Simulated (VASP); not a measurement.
# Mo2H5 (P4mm) in VASP: a series of runs

Runs on Mo2H5. Level: PBE. Tasks: single point, relaxation of cell and atoms.

All numbers are computed with VASP 6.6.1; they aren't measurements. Logs are shortened: lines on timing, memory, paths and dates and some standing lists are left out, and cuts for length are marked.

### 1 The cell of the first run

Symmetry: P4mm, No. 99, tetragonal system. Conventional cell: a = 4.001 Å, b = 4.001 Å, c = 4.603 Å, α = 90.00°, β = 90.00°, γ = 90.00°. H (site symmetry 4mm) has 2 H at 1.20 to 1.52 Å within 1.6 Å. Within 2.0 Å of H (site symmetry 4mm) lie 2 H at 1.52 to 1.89 Å. Within 1.6 Å of H (site symmetry 4mm) lie 1 H at 1.20 Å. Within 2.3 Å of H (site symmetry 2mm) lie 1 Mo at 1.71 Å and 4 H at 2.04 to 2.16 Å. Within 2.3 Å of Mo (site symmetry 2mm) lie 5 H at 1.71 to 2.19 Å.

### 2 Single point, PBE

Contents of INCAR:

```
SYSTEM = Mo2H5
ALGO = Normal
EDIFF = 1E-6
ENCUT = 520
GGA = PE
ISIF = 2
ISMEAR = 0
LASPH = .True.
LCHARG = .False.
LREAL = .False.
LWAVE = .False.
NBANDS = 26
NELM = 100
PREC = Accurate
SIGMA = 0.1
```

Contents of KPOINTS:

```
k-points
0
Gamma
  4 4 4
  0 0 0
```

Contents of POSCAR:

```
Mo2H5
1.0
    4.0011506100      0.0000000000      0.0000000000
    0.0000000000      4.0011506100      0.0000000000
    0.0000000000      0.0000000000      4.6032072400
H Mo
5 2
Direct
    0.0000000000      0.0000000000      0.1111720800
    0.0000000000      0.0000000000      0.4407222000
    0.0000000000      0.0000000000      0.8504752800
    0.0000000000      0.5000000000      0.9345355700
    0.5000000000      0.0000000000      0.9345355700
    0.0000000000      0.5000000000      0.3054015400
    0.5000000000      0.0000000000      0.3054015400
```

Potentials or basis: VASP PAW PBE potentials, release 64 (H, Mo_sv).

Launch:

```
cat potpaw_PBE.64/H/POTCAR potpaw_PBE.64/Mo_sv/POTCAR > POTCAR
mpirun -np 1 vasp_std > vasp.out
```

OUTCAR:

```text
SYSTEM = Mo2H5
   EDIFF = 1E-6
   ENCUT = 520
   GGA = PE
   ISIF = 2
   ISMEAR = 0
   LASPH = .True.
   LREAL = .False.
   NELM = 100
   PREC = Accurate

 ion  position               nearest neighbor table
   1  0.000  0.000  0.111-
   2  0.000  0.000  0.441-   6 2.10   7 2.10   6 2.10   7 2.10
   3  0.000  0.000  0.850-
   4  0.000  0.500  0.935-   6 1.71
   5  0.500  0.000  0.935-   7 1.71
   6  0.000  0.500  0.305-   4 1.71   2 2.10   2 2.10   7 2.83   7 2.83   7 2.83   7 2.83
   7  0.500  0.000  0.305-   5 1.71   2 2.10   2 2.10   6 2.83   6 2.83   6 2.83   6 2.83

  LATTYP: Found a simple tetragonal cell.
 ALAT       =     4.0011506100
 C/A-ratio  =     1.1504708742

  Lattice vectors:

 A1 = (   4.0011506100,   0.0000000000,   0.0000000000)
 A2 = (   0.0000000000,   4.0011506100,   0.0000000000)
 A3 = (   0.0000000000,   0.0000000000,   4.6032072400)

Analysis of symmetry for initial positions (statically):
=====================================================================
 Subroutine PRICEL returns:
 Original cell was already a primitive cell.

 Routine SETGRP: Setting up the symmetry group for a
 simple tetragonal supercell.

 Subroutine GETGRP returns: Found  8 space group operations
 (whereof  8 operations were pure point group operations)
 out of a pool of 16 trial point group operations.

The static configuration has the point symmetry C_4v.

Analysis of symmetry for dynamics (positions and initial velocities):
=====================================================================
 Subroutine PRICEL returns:
 Original cell was already a primitive cell.

 Routine SETGRP: Setting up the symmetry group for a
 simple tetragonal supercell.

 Subroutine GETGRP returns: Found  8 space group operations
 (whereof  8 operations were pure point group operations)
 out of a pool of 16 trial point group operations.

The dynamic configuration has the point symmetry C_4v.

 Subroutine INISYM returns: Found  8 space group operations
 (whereof  8 operations are pure point group operations),
 and found     1 'primitive' translations

----------------------------------------------------------------------------------------

                                     Primitive cell

  volume of cell :      73.6937

  direct lattice vectors                    reciprocal lattice vectors
     4.001150610  0.000000000  0.000000000     0.249928108  0.000000000  0.000000000
     0.000000000  4.001150610  0.000000000     0.000000000  0.249928108  0.000000000
     0.000000000  0.000000000  4.603207240     0.000000000  0.000000000  0.217239839

  length of vectors
     4.001150610  4.001150610  4.603207240     0.249928108  0.249928108  0.217239839

  position of ions in fractional coordinates (direct lattice)
     0.000000000  0.000000000  0.111172080
     0.000000000  0.000000000  0.440722200
     0.000000000  0.000000000  0.850475280
     0.000000000  0.500000000  0.934535570
     0.500000000  0.000000000  0.934535570
     0.000000000  0.500000000  0.305401540
     0.500000000  0.000000000  0.305401540

  ion indices of the primitive-cell ions
   primitive index   ion index
                 1           1
                 2           2
                 3           3
                 4           4
                 5           5
                 6           6
                 7           7

----------------------------------------------------------------------------------------

 KPOINTS: k-points

Automatic generation of k-mesh.
 Grid dimensions read from file:
 generate k-points for:    4    4    4

 Generating k-lattice:

  Cartesian coordinates                     Fractional coordinates (reciprocal lattice)
     0.062482027  0.000000000  0.000000000     0.250000000  0.000000000  0.000000000
     0.000000000  0.062482027  0.000000000     0.000000000  0.250000000  0.000000000
     0.000000000  0.000000000  0.054309960     0.000000000  0.000000000  0.250000000

  Length of vectors
     0.062482027  0.062482027  0.054309960

  Shift w.r.t. Gamma in fractional coordinates (k-lattice)
     0.000000000  0.000000000  0.000000000

 Subroutine IBZKPT returns following result:
 ===========================================

 Found     18 irreducible k-points:

 Following reciprocal coordinates:
            Coordinates               Weight
  0.000000  0.000000  0.000000      1.000000
  0.250000  0.000000  0.000000      4.000000
  0.500000  0.000000  0.000000      2.000000
  0.250000  0.250000  0.000000      4.000000
  0.500000  0.250000  0.000000      4.000000
  0.500000  0.500000  0.000000      1.000000
[... 10 lines left out ...]
  0.500000  0.250000  0.500000      4.000000
  0.500000  0.500000  0.500000      1.000000
   k-points           NKPTS =     18   k-points in BZ     NKDIM =     18   number of bands    NBANDS=     26
   number of dos      NEDOS =    301   number of ions     NIONS =      7
   total plane-waves  NPLWV =  32400
   dimension x,y,z NGX =    30 NGY =   30 NGZ =   36
   dimension x,y,z NGXF=    60 NGYF=   60 NGZF=   72
   ions per type =               5   2
   NGX,Y,Z   is equivalent  to a cutoff of  12.46, 12.46, 13.00 a.u.
   NGXF,Y,Z  is equivalent  to a cutoff of  24.93, 24.93, 26.00 a.u.
 SYSTEM =  Mo2H5
   PREC   = accura    normal or accurate (medium, high low for compatibility)
   ISTART =      0    job   : 0-new  1-cont  2-samecut
   ICHARG =      2    charge: 1-file 2-atom 10-const
   ISPIN  =      1    spin polarized calculation?
   LNONCOLLINEAR =      F non collinear calculations
   LSORBIT =      F    spin-orbit coupling
   LASPH  =      T    aspherical Exc in radial PAW
   ENCUT  =  520.0 eV  38.22 Ry    6.18 a.u.   7.44  7.44  8.56*2*pi/ulx,y,z
   NELM   =    100;   NELMIN=  2; NELMDL= -5     # of ELM steps
   EDIFF  = 0.1E-05   stopping-criterion for ELM
   LREAL  =      F    real-space projection
   EDIFFG = 0.1E-04   stopping-criterion for IOM
   NSW    =      0    number of steps for IOM
   IBRION =     -1    ionic relax: 0-MD 1-quasi-New 2-CG
   NFREE  =      0    steps in history (QN), initial steepest desc. (CG)
   ISIF   =      2    stress and relaxation
   ISYM   =      2    0-nonsym 1-usesym 2-fastsym
   POTIM  = 0.5000    time-step for ionic-motion
   TEBEG  =    0.0;   TEEND  =   0.0 temperature during run
   PSTRESS=    0.0 pullay stress
   NELECT =      33.0000    total number of electrons
   NUPDOWN=      -1.0000    fix difference up-down
   EMIN   =  10.00;   EMAX   =-10.00  energy-range for DOS
   EFERMI =   0.00;   METHOD = LEGACY
   ISMEAR =     0;   SIGMA  =   0.10  broadening in eV -4-tet -1-fermi 0-gaus
   EFERMI_NEDOS =   21; number of points for ismear=-14 and -15
   IALGO  =     38    algorithm
   IMIX   =      4    mixing-type and parameters
     AMIX     =   0.40;   BMIX     =  1.00
     AMIX_MAG =   1.60;   BMIX_MAG =  1.00
  volume/ion in A,a.u.               =      10.53        71.04
  Fermi-wavevector in a.u.,A,eV,Ry     =   1.252476  2.366836 21.343402  1.568696
  Thomas-Fermi vector in A             =   2.386374
   LORBIT       =      0    0 simple, 1 ext, 2 COOP (PROOUT), +10 PAW based schemes
   GGA     = PE    functional components
   LHFCALC =     F    Hartree Fock is set to
   AEXX    =    0.0000 exact exchange contribution
   IVDW    =     0    specifies the selected vdW correction
   LEPSILON=     F    determine dielectric tensor
   LRPA    =     F    only Hartree local field effects (RPA)
 non-spin polarized calculation
 Gauss-broadening in eV      SIGMA  =   0.10
  energy-cutoff  :      520.00
  volume of cell :       73.69
 maximum number of plane-waves:      2001
 NGX is ok and might be reduce to    30
   NGX = 15   NGY = 15   NGZ = 17

 number of electron      33.0000000 magnetization

 Free energy of the ion-electron system (eV)
  ---------------------------------------------------
  ext. energy  EPLUGINS =         0.00000000
  ---------------------------------------------------
  free energy    TOTEN  =       -31.90489225 eV

  energy without entropy =      -31.87428233  energy(sigma->0) =      -31.88958729

 E-fermi :   4.0820     XC(G=0):  -9.8936

 val. band max:        4.0734717973   @ k =   0.2500   0.2500   0.2500
 cond. band min:       4.0941065445   @ k =   0.5000   0.2500   0.2500
 fundamental gap:      0.0206347472
 Fermi energy:         4.0820035396

 k-point     1 :       0.0000    0.0000    0.0000
  band No.  band energies     occupation
      1     -56.8485      2.00000
      2     -56.7012      2.00000
      3     -31.1443      2.00000
      4     -31.1443      2.00000
      5     -31.0249      2.00000
      6     -30.8760      2.00000
[... 18 lines left out ...]
     25       9.5901      0.00000
     26      10.7990      0.00000

 k-point     2 :       0.2500    0.0000    0.0000
  band No.  band energies     occupation
      1     -56.8268      2.00000
      2     -56.7226      2.00000
      3     -31.0840      2.00000
      4     -31.0709      2.00000
      5     -31.0023      2.00000
      6     -30.8971      2.00000
[... 18 lines left out ...]
     25      10.6756      0.00000
     26      12.0499      0.00000

 k-point     3 :       0.5000    0.0000    0.0000
  band No.  band energies     occupation
      1     -56.7747      2.00000
      2     -56.7743      2.00000
      3     -30.9913      2.00000
      4     -30.9611      2.00000
      5     -30.9497      2.00000
      6     -30.9482      2.00000
[... 398 lines left out ...]
 k-point    17 :       0.5000    0.2500    0.5000
  band No.  band energies     occupation
      1     -56.7741      2.00000
      2     -56.7739      2.00000
      3     -31.2601      2.00000
      4     -30.9520      2.00000
      5     -30.9511      2.00000
      6     -30.9440      2.00000
[... 18 lines left out ...]
     25      10.8038      0.00000
     26      12.1327      0.00000

 k-point    18 :       0.5000    0.5000    0.5000
  band No.  band energies     occupation
      1     -56.7735      2.00000
      2     -56.7735      2.00000
      3     -31.3791      2.00000
      4     -31.0509      2.00000
      5     -30.9505      2.00000
      6     -30.9505      2.00000
[... 18 lines left out ...]
     25      10.8730      0.00000
     26      11.5612      0.00000

------------------------ aborting loop because EDIFF is reached ----------------------------------------

  FORCE on cell =-STRESS in cart. coord.  units (eV):
  Direction    XX          YY          ZZ          XY          YZ          ZX
  --------------------------------------------------------------------------------------
  -------------------------------------------------------------------------------------
  Total       -7.3532552     -7.3532552     -4.1303359      0.0000000      0.0000000      0.0000000
  in kB     -159.8673936   -159.8673936    -89.7977856      0.0000000      0.0000000      0.0000000
  external PRESSURE =    -136.5108576 kB  Pullay stress =       0.0000000 kB

 VOLUME and BASIS-vectors are now :
 -----------------------------------------------------------------------------
  energy-cutoff  :      520.00
  volume of cell :       73.69
      direct lattice vectors                 reciprocal lattice vectors
     4.001150610  0.000000000  0.000000000     0.249928108  0.000000000  0.000000000
     0.000000000  4.001150610  0.000000000     0.000000000  0.249928108  0.000000000
     0.000000000  0.000000000  4.603207240     0.000000000  0.000000000  0.217239839

 POSITION                                       TOTAL-FORCE (eV/Angst)
 -----------------------------------------------------------------------------------
      0.00000      0.00000      0.51175         0.000000     -0.000000     -1.130197
      0.00000      0.00000      2.02874        -0.000000     -0.000000      0.614378
      0.00000      0.00000      3.91491         0.000000     -0.000000      1.196164
      0.00000      2.00058      4.30186         0.000000     -0.000000      0.037577
      2.00058      0.00000      4.30186        -0.000000     -0.000000      0.037577
      0.00000      2.00058      1.40583         0.000000     -0.000000     -0.377749
      2.00058      0.00000      1.40583         0.000000      0.000000     -0.377749
 -----------------------------------------------------------------------------------
    total drift:                                0.000000      0.000000     -0.000242

  FREE ENERGIE OF THE ION-ELECTRON SYSTEM (eV)
  ---------------------------------------------------
  free  energy   TOTEN  =       -31.9048922498 eV

  energy  without entropy=      -31.8742823347  energy(sigma->0) =      -31.88958729
```

It took 14 s on 1 thread of Intel Xeon 6975P-C (Granite Rapids), shared host; peak memory 0.18 GiB.

What came out:

* Free energy: -31.9049 eV
* Pressure: -13.7 GPa
* Largest force: 1.196 eV/Å

Forces in eV/Å, atoms in the order of the input:
```
H    0.000  0.000 -1.130
H    0.000  0.000  0.614
H    0.000  0.000  1.196
H    0.000  0.000  0.038
H    0.000  0.000  0.038
Mo   0.000  0.000 -0.378
Mo   0.000  0.000 -0.378
```

Levels at points of the mesh, in eV from the Fermi level:
```tsv
k point	band 14	band 15	band 16	band 17	band 18	band 19
(0.00, 0.00, 0.00)	-1.85	-1.13	-1.13	0.77	1.51	1.51
(0.50, 0.00, 0.00)	-0.65	-0.46	-0.41	-0.25	-0.07	-0.03
(0.50, 0.50, 0.00)	-2.54	-1.59	-0.31	0.48	0.48	1.33
(0.00, 0.00, 0.50)	-2.04	-1.42	-1.42	0.94	1.44	1.44
(0.50, 0.00, 0.50)	-0.72	-0.59	-0.47	-0.43	0.04	0.16
(0.50, 0.50, 0.50)	-2.55	-2.03	0.44	0.49	0.49	1.36
```

Caveat: the k points lie up to 0.39 Å⁻¹ apart; forces of over 1 eV/Å act on the atoms, so gaps and moduli don't describe the material at rest.

### 3 Single point, PBE

This run uses another cell than the first one, of 14.64 Å³/atom, 1.391 times its volume.

Contents of INCAR:

```
  PREC = Accurate
  ENCUT = 520
  EDIFF = 1E-6
  ISMEAR = 0
  SIGMA = 0.1
  LREAL = False
  LASPH = True
  NELM = 60
  ALGO = Normal
  ISIF = 2
  LWAVE = False
  LCHARG = False
  GGA = PE
  NBANDS = 26
```

Contents of KPOINTS:

```
regular mesh
0
Gamma
  4 4 4
```

Contents of POSCAR:

```
Mo2H5
1.0
    3.6237371322      0.0000000000      0.0000000000
    0.0000000000      3.6237371322      0.0000000000
    0.0000000000      0.0000000000      7.8044397643
H Mo
5 2
Direct
    0.0000000000      0.0000000000      0.0458959582
    0.0000000000      0.0000000000      0.5730261387
    0.0000000000      0.0000000000      0.9494314384
    0.0000000000      0.5000000000      0.6849510198
    0.5000000000      0.0000000000      0.6849510198
    0.0000000000      0.5000000000      0.4719941026
    0.5000000000      0.0000000000      0.4719941026
```

Potentials or basis: VASP PAW PBE potentials, release 64 (H, Mo_sv).

Launch:

```
cat potpaw_PBE.64/H/POTCAR potpaw_PBE.64/Mo_sv/POTCAR > POTCAR
mpirun -np 1 vasp_std > vasp.out
```

Wall time 18 s (1 thread of Intel Xeon 6975P-C (Granite Rapids), shared host); peak memory 0.21 GiB.

It converged, with:

| Quantity | Value |
| --- | --- |
| Free energy | -34.6227 eV |
| Pressure | 0.0 GPa |
| Largest force | 0.020 eV/Å |

Forces in eV/Å, atoms in the order of the input:
```
H    0.000  0.000 -0.016
H    0.000  0.000  0.005
H    0.000  0.000  0.020
H    0.000  0.000  0.000
H    0.000  0.000  0.000
Mo   0.000  0.000 -0.005
Mo   0.000  0.000 -0.005
```

Levels at points of the mesh, in eV from the Fermi level:
```csv
k point,band 12,band 13,band 14,band 15,band 16,band 17,band 18,band 19,band 20,band 21
"(0.00, 0.00, 0.00)",-3.84,-3.50,-1.13,-1.13,-1.09,0.07,2.83,2.83,4.63,4.64
"(0.50, 0.00, 0.00)",-2.65,-1.40,-1.00,-0.52,-0.09,0.01,0.40,0.74,1.46,2.03
"(0.50, 0.50, 0.00)",-2.62,-2.52,-2.52,-2.31,-0.47,1.29,1.29,2.90,3.30,3.52
"(0.00, 0.00, 0.50)",-3.83,-3.50,-1.13,-1.13,-1.09,0.32,2.83,2.83,4.49,4.63
"(0.50, 0.00, 0.50)",-2.66,-1.40,-1.02,-0.53,-0.08,0.01,0.40,0.74,1.47,2.00
"(0.50, 0.50, 0.50)",-2.62,-2.52,-2.52,-2.31,-0.49,1.29,1.29,2.92,3.30,3.52
```

Caveat: the k points lie up to 0.43 Å⁻¹ apart.

(Continued in part 2 of 2.)
